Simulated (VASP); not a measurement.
Here is a VASP 6.6.1 calculation.

INCAR

```
SYSTEM = CuSi24O48
PREC = Accurate ; ENCUT = 520
EDIFF = 1E-6 ; ISMEAR = -1
SIGMA = 0.01 ; LREAL = Auto
LASPH = .True. ; NELM = 120
ALGO = Normal ; ISIF = 2
LWAVE = .False. ; LCHARG = .True.
GGA = PE ; LELF = .True.
LVHAR = .True. ; NELECT = 394.0
NBANDS = 240 ; GGA_COMPAT = .False.
```

File KPOINTS:

```
Automatic mesh
0
Gamma
  1 1 1
  0 0 0
```

The input POSCAR:

```
CuSi24O48
1.0
   10.0416380600      0.0000000000      0.0000000000
   -5.0208190300      8.6963136500      0.0000000000
    0.0000000000      0.0000000000     11.0185484200
Si O Cu
24 48 1
Direct
    0.0047794990      0.2287708425      0.1640075381
    0.2650527351      0.2621332546     -0.0046233858
    0.2432276647      0.0062589739      0.3345408905
   -0.0022498209      0.2466603766      0.6653122281
    0.2647805616      0.2637714200      0.5067977003
    0.2373975191      0.0000936029      0.8313956295
    0.0005500466      0.7559743432      0.1658202996
    0.2580640575      0.7649691890      0.0024649345
    0.2531292006      0.5034492977      0.3352300012
   -0.0008848204      0.7374963988      0.6650096474
    0.2621206119      0.7609804874      0.4985867276
    0.2346057405      0.5020007529      0.8360192876
    0.5026117982      0.2443399681      0.1645734929
    0.7656031991      0.2644971298      0.0017355281
    0.7414760168      0.0055136006      0.3364535743
    0.5022791794      0.2375177671      0.6714783761
    0.7616132744      0.2684844515      0.4993083290
    0.7346665853      0.0051614974      0.8295726126
    0.5033920668      0.7461262624      0.1664910776
    0.7609074754      0.7676579145     -0.0057581995
    0.7258442802      0.5076330245      0.3370372265
    0.4972201287      0.7403018404      0.6696549962
    0.7592241738      0.7679194046      0.5056543555
    0.7437884117      0.5006376466      0.8357221522
    0.0903027711      0.3738618604      0.2650182119
    0.3024964161      0.4219963938      0.4367701458
    0.1346248272      0.2013199006      0.1030256397
    0.2124222628      0.1296452779      0.4051466518
    0.4254872886      0.2927232276      0.0560601974
    0.3762549327      0.0877332662      0.2316822419
    0.0752522951      0.3762197561      0.7713233791
    0.2885100194      0.4213269148      0.9383687039
    0.1260996981      0.2145639032      0.6034115154
    0.2075058505      0.1314711090      0.8903743602
    0.4221676776      0.2975825280      0.5738566242
    0.3742929687      0.0754375965      0.7309225946
    0.0811271894      0.8856367548      0.2691780157
    0.2947573921      0.9172398008      0.4299284098
    0.1203666421      0.7109597525      0.1044708392
    0.2081396615      0.6232714479      0.3965972498
    0.4143353442      0.7976144007      0.0711064625
    0.3827781845      0.5840316029      0.2318613036
    0.0793805570      0.8717708796      0.7670943284
    0.2878039918      0.9231022848      0.9392294344
    0.1259960366      0.7067553273      0.5984114013
    0.2038332673      0.6288563431      0.9026303303
    0.4202591698      0.7907579322      0.5618341694
    0.3688643722      0.5822804011      0.7339352419
    0.5749869753      0.3837194856      0.2645283107
    0.7839565062      0.4269668907      0.4361788701
    0.6379346911      0.2180154806      0.1090298789
    0.7151289525      0.1408093187      0.3920229630
    0.9241032866      0.2868523492      0.0648491954
    0.8808895513      0.0779084135      0.2365241682
    0.5842089402      0.3669319126      0.7768053172
    0.8040079272      0.4270384153      0.9400984236
    0.6273126683      0.2073392328      0.6010613874
    0.7044809848      0.1301976959      0.8999853358
    0.9241544435      0.3068976244      0.5609476643
    0.8640484857      0.0870706866      0.7242227103
    0.5848716342      0.8791779262      0.2693209565
    0.7898252529      0.9283497957      0.4449584295
    0.6267815635      0.7153190709      0.0958881297
    0.6983742139      0.6374597586      0.3980240257
    0.9191392606      0.8053556118      0.0642522929
    0.8709451974      0.5931616783      0.2360352653
    0.5725712361      0.8771610946      0.7701598865
    0.7947558250      0.9250628857      0.9271897359
    0.6285819141      0.7103930756      0.6106735428
    0.7116925546      0.6289896179      0.8976178733
    0.9184081438      0.7913595665      0.5626709403
    0.8733650753      0.5781393361      0.7297277004
   -0.0241880255      0.4787003054      0.2505706646
```

Potentials or basis: VASP PAW PBE potentials, release 64 (Si, O, Cu).

The run is started by

```sh
$ cat potpaw_PBE.64/Si/POTCAR potpaw_PBE.64/O/POTCAR potpaw_PBE.64/Cu/POTCAR > POTCAR
$ mpirun -np 1 vasp_gam > vasp.out
```

Q: Predict the largest force.

A: 0.045 eV/Å.

Forces in eV/Å, atoms in the order of the input:
```
Si   0.014  0.005  0.014
Si   0.004  0.012  0.010
Si  -0.012 -0.003 -0.002
Si   0.010 -0.011 -0.006
Si  -0.001  0.016 -0.009
Si  -0.013 -0.002  0.002
Si  -0.006 -0.027  0.020
Si   0.005  0.009  0.013
Si  -0.020 -0.020 -0.018
Si   0.008 -0.009 -0.009
Si   0.005  0.008 -0.015
Si  -0.013  0.001  0.012
Si   0.005 -0.011  0.008
Si   0.018  0.010  0.021
Si  -0.011 -0.002 -0.008
Si   0.009 -0.008 -0.001
Si  -0.002  0.018 -0.014
Si  -0.013  0.002  0.003
Si   0.000 -0.015  0.000
Si   0.013  0.008  0.008
Si  -0.002  0.014 -0.017
Si   0.005 -0.014 -0.002
Si   0.008  0.008 -0.010
Si  -0.013  0.004  0.003
O    0.041 -0.019 -0.004
O   -0.003 -0.023  0.010
O    0.009  0.013 -0.013
O    0.008  0.013  0.011
O   -0.004 -0.008  0.004
O   -0.012  0.009  0.004
O    0.009 -0.005 -0.006
O   -0.011 -0.005 -0.009
O   -0.007  0.015  0.001
O    0.011 -0.003  0.002
O    0.004 -0.016  0.009
O   -0.009  0.008 -0.002
O    0.017  0.004  0.008
O   -0.010 -0.010 -0.003
O    0.006  0.000 -0.005
O   -0.006  0.008  0.005
O    0.002 -0.017  0.002
O   -0.009  0.013 -0.005
O    0.012 -0.008 -0.006
O   -0.013 -0.003 -0.011
O   -0.003  0.012 -0.003
O    0.015  0.003  0.001
O    0.004 -0.015  0.009
O   -0.010  0.006  0.005
O    0.011 -0.014 -0.011
O    0.000 -0.014  0.002
O    0.000  0.013 -0.009
O    0.011  0.008  0.006
O   -0.014 -0.007  0.002
O   -0.018  0.002  0.016
O    0.010 -0.005 -0.008
O   -0.008  0.003 -0.007
O   -0.009  0.012  0.001
O    0.018  0.000 -0.002
O    0.007 -0.011  0.008
O   -0.008  0.008  0.006
O    0.015 -0.004  0.000
O   -0.004 -0.006 -0.005
O    0.005  0.014 -0.010
O    0.004  0.018  0.014
O   -0.021 -0.013 -0.009
O   -0.037  0.026  0.005
O    0.008 -0.006 -0.002
O   -0.017 -0.003 -0.008
O   -0.006  0.010 -0.001
O    0.013  0.003  0.000
O    0.003 -0.013  0.007
O   -0.008  0.009  0.002
Cu   0.003  0.006  0.000
```

Caveat: the k points lie up to 0.72 Å⁻¹ apart; the cell carries a net charge on a neutralising background, which shifts energy and pressure.
